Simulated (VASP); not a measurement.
A run of VASP 6.6.1 is set up as follows.

INCAR

```
ALGO = Normal
EDIFF = 1E-6
ENCUT = 520
GGA = PE
ISIF = 2
ISMEAR = 0
LASPH = True
LCHARG = False
LREAL = False
LWAVE = False
NBANDS = 18
NELM = 100
PREC = Accurate
SIGMA = 0.01
```

The input KPOINTS:

```
k-points
0
Gamma
  6 6 4
```

Contents of POSCAR:

```
LiF
1.0
    3.2800798842      0.0000000000      0.0000000000
   -1.6400399421      2.8406325061      0.0000000000
    0.0000000000      0.0000000000      3.9995958328
Li F
2 2
Direct
    0.3333333333      0.6666666667      0.2500000000
    0.6666666667      0.3333333333      0.7500000000
    0.6666666667      0.3333333333      0.2500000000
    0.3333333333      0.6666666667      0.7500000000
```

Potentials or basis: VASP PAW PBE potentials, release 64 (Li_sv, F).

The run is started by

```sh
$ cat potpaw_PBE.64/Li_sv/POTCAR potpaw_PBE.64/F/POTCAR > POTCAR
$ mpirun -np 1 vasp_std > vasp.out
```

(1) Estimate the band gap on the k mesh.

## Answers

(1) 7.82 eV.
